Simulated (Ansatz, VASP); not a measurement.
# Two plane-wave programs on TiC

The input INCAR:

```
ALGO     = Normal         # electronic algorithm
EDIFF    = 1E-6           # SCF threshold, eV
EDIFFG   = -0.01          # ionic threshold
ENCUT    = 600            # plane-wave cutoff, eV
GGA      = PE             # functional
IBRION   = 2              # ionic algorithm
ISIF     = 3              # what is computed and relaxed
ISMEAR   = 0              # smearing method
LASPH    = True           # aspherical terms in the spheres
LCHARG   = False          # write CHGCAR
LREAL    = False          # projectors in reciprocal space
LWAVE    = False          # write WAVECAR
NELM     = 100            # most SCF steps
NSW      = 100            # ionic steps
PREC     = Accurate       # precision mode
SIGMA    = 0.1            # smearing width, eV
```

The input KPOINTS:

```
k-points
0
Gamma
  22 22 22
```

POSCAR

```
TiC
1.0
    0.0000000000      2.1663653895      2.1663653895
    2.1663653895      0.0000000000      2.1663653895
    2.1663653895      2.1663653895      0.0000000000
Ti C
1 1
Direct
    0.5000000000      0.5000000000      0.5000000000
    0.0000000000      0.0000000000      0.0000000000
```

Input for Ansatz:

```yaml
crystal:
  lattice:
    - [0.0, 2.1663653895, 2.1663653895]
    - [2.1663653895, 0.0, 2.1663653895]
    - [2.1663653895, 2.1663653895, 0.0]
  atoms:
    - { symbol: Ti, position: [0.5, 0.5, 0.5] }
    - { symbol: C, position: [0.0, 0.0, 0.0] }
basis:
  ecutwfc: 420
kpoints:
  mp_grid: { grid: [22, 22, 22] }
hamiltonian:
  xc: pbe
scf:
  occupations: { method: gaussian, width: 0.1 }
output:
  forces: true
  stress: true
  eigenvalues: true
relax:
  adjacent_minimum: "off"
  f_tol: 0.01
  max_steps: 80
  cell: { stress_tol: 0.05 }
```

Change from the starting cell: the structure that the rattled cell fell into.

Alike in both runs: task relaxation of cell and atoms; functional PBE; k mesh 22 × 22 × 22; occupations gaussian, width 0.1 eV; no spin polarisation.

|  | VASP | Ansatz |
| --- | --- | --- |
| version | VASP 6.6.1 | Ansatz 0.2.0 |
| potentials or method | VASP PAW PBE potentials, release 64 (Ti_sv, C), cutoff 600 eV | scalar-relativistic, plane waves, PAW |
| valence electrons in the cell | 16 | 16 |

```csv
,VASP,Ansatz,Ansatz less VASP
"gap on the k mesh at the Fermi level, each at its own relaxed structure (eV)",none,none,-
relaxed volume (Å³/atom),10.17,10.17,0.000
relaxed length of the cell vector where the two differ most in proportion (Å),3.064,3.064,0.0000
```

A gap of «none» marks a metal or a gap that the smearing closes.

Noted on VASP's run: the relaxation stopped at its first step, so nothing moved.
